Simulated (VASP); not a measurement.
A run of VASP 6.6.1 is set up as follows.

INCAR

```
PREC = Accurate
ENCUT = 520
EDIFF = 1E-6
ISMEAR = 0
SIGMA = 0.1
LREAL = F
LASPH = T
NELM = 60
ALGO = Fast
ISIF = 2
LWAVE = F
LCHARG = T
GGA = PE
LELF = T
LVHAR = T
NBANDS = 28
```

KPOINTS

```
Automatic mesh
0
Gamma
  6 6 6
```

The input POSCAR:

```
K2BePd2
1.0
   -2.1694491941      2.1694491941      5.6921191727
    2.1694491941     -2.1694491941      5.6921191727
    2.1694491941      2.1694491941     -5.6921191727
K Be Pd
2 1 2
Direct
    0.6260000000      0.6260000000      0.0000000000
    0.3740000000      0.3740000000      0.0000000000
    0.0000000000      0.0000000000      0.0000000000
    0.2500000000      0.7500000000      0.5000000000
    0.7500000000      0.2500000000      0.5000000000
```

Potentials or basis: VASP PAW PBE potentials, release 64 (K_sv, Be, Pd).

Run with:

```sh
$ cat potpaw_PBE.64/K_sv/POTCAR potpaw_PBE.64/Be/POTCAR potpaw_PBE.64/Pd/POTCAR > POTCAR
$ mpirun -np 1 vasp_std > vasp.out
```

Task: What does it give for the largest force?

Result: 2.287 eV/Å.

Task: Predict the band gap on the k mesh.

Result: Zero (bands 20 and 21 overlap by 1.01 eV).

Task: What does it give for the pressure?

Result: 11.7 GPa.

Stress tensor (GPa, compression positive):
```
12.11  0.00  0.00
 0.00 12.11  0.00
 0.00  0.00 10.96
```

Caveat: the cell stands under pressure; forces of over 1 eV/Å act on the atoms, so gaps and moduli don't describe the material at rest.
